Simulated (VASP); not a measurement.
BeS, 4 atoms in the cell. The cell holds a slab with vacuum, 4 atoms: a = 3.429 Å, b = 3.429 Å, c = 18.500 Å, α = 90.00°, β = 90.00°, γ = 60.00°. 

```yaml
Program: VASP 6.6.1
Task: single point
Functional: PBE
Potentials_or_basis: VASP PAW PBE potentials, release 64 (Be, S)
Cutoff: 520 eV
k_mesh: 5 × 5 × 1
Occupations: fermi-dirac, width 0.1 eV
Spin: no spin polarisation
Dipole_correction: yes
Further_INCAR_settings: ALGO = Normal; EDIFF = 1e-06; NBANDS = 16; NELMDL = -8
```

Potentials or basis: VASP PAW PBE potentials, release 64 (Be, S).

The run is started by

```sh
$ cat potpaw_PBE.64/Be/POTCAR potpaw_PBE.64/S/POTCAR > POTCAR
$ mpirun -np 1 vasp_std > vasp.out
```

Hardware: 1 thread of Intel Xeon 8259CL, with other jobs on the host.

Question: Estimate the wall time of this run.

Answer: Wall time 120 s on 1 thread of Intel Xeon 8259CL (shared host), peak memory 0.31 GiB. Counts: scf iterations 40, k points 5.
